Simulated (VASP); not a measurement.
SiC: single point with HSE06

Crystal: SiC.

```
Si C
1.0
     3.10833    0.00000    0.00000
    -1.55417    2.69189    0.00000
     0.00000    0.00000   10.05981
Si C
4 4
Cartesian
  0.0000 0.0000 -0.0041
  0.0000 1.7946 2.5114
  0.0000 0.0000 5.0258
  1.5542 0.8973 7.5414
  0.0000 0.0000 1.8865
  0.0000 1.7946 4.4084
  0.0000 0.0000 6.9164
  1.5542 0.8973 9.4383
```

This cell differs from its parent crystal: epitaxial xy strain +1.0%.

| Quantity | Value |
| --- | --- |
| Program | VASP 6.6.1 |
| Task | single point |
| Functional | HSE06 |
| Potentials or basis | VASP PAW PBE potentials, release 64 (Si, C) |
| Cutoff | 520 eV |
| k mesh | 6 × 6 × 2 |
| Occupations | gaussian, width 0.01 eV |
| Spin | no spin polarisation |

* Pressure: -5.5 GPa
* Largest force: 0.022 eV/Å
* Band gap on the k mesh: 3.15 eV (least direct gap 4.40 eV)

Forces on the atoms (eV/Å):
```
Si   0.000  0.000 -0.022
Si   0.000  0.000 -0.007
Si   0.000  0.000 -0.022
Si   0.000  0.000 -0.007
C    0.000  0.000  0.012
C    0.000  0.000  0.016
C    0.000  0.000  0.012
C    0.000  0.000  0.016
```

Stress tensor (GPa, compression positive):
```
-7.43  0.00  0.00
 0.00 -7.43  0.00
 0.00  0.00 -1.77
```

Levels at points of the mesh, in eV from the valence-band top:
```
           k point  band 14  band 15  band 16  band 17  band 18  band 19
(0.00, 0.00, 0.00)    -0.05    -0.05     0.00     5.91     6.54     7.24
(0.50, 0.00, 0.00)    -2.37    -1.68    -1.25     3.15     3.20     5.15
(0.00, 0.00, 0.50)    -0.28    -0.28    -0.28     6.13     6.13     7.71
(0.50, 0.00, 0.50)    -2.65    -1.72    -1.72     3.51     3.51     5.22
```

It took 12 min on 1 thread of Intel(R) Xeon(R) 6975P-C (Granite Rapids) (shared host), peak memory 0.32 GiB.

Caveat: the cell differs from its parent crystal (epitaxial xy strain +1.0%); the cell stands under tension; the PAW data sets were made with another functional, which shifts forces and pressure a little. A k mesh can miss the band edges.
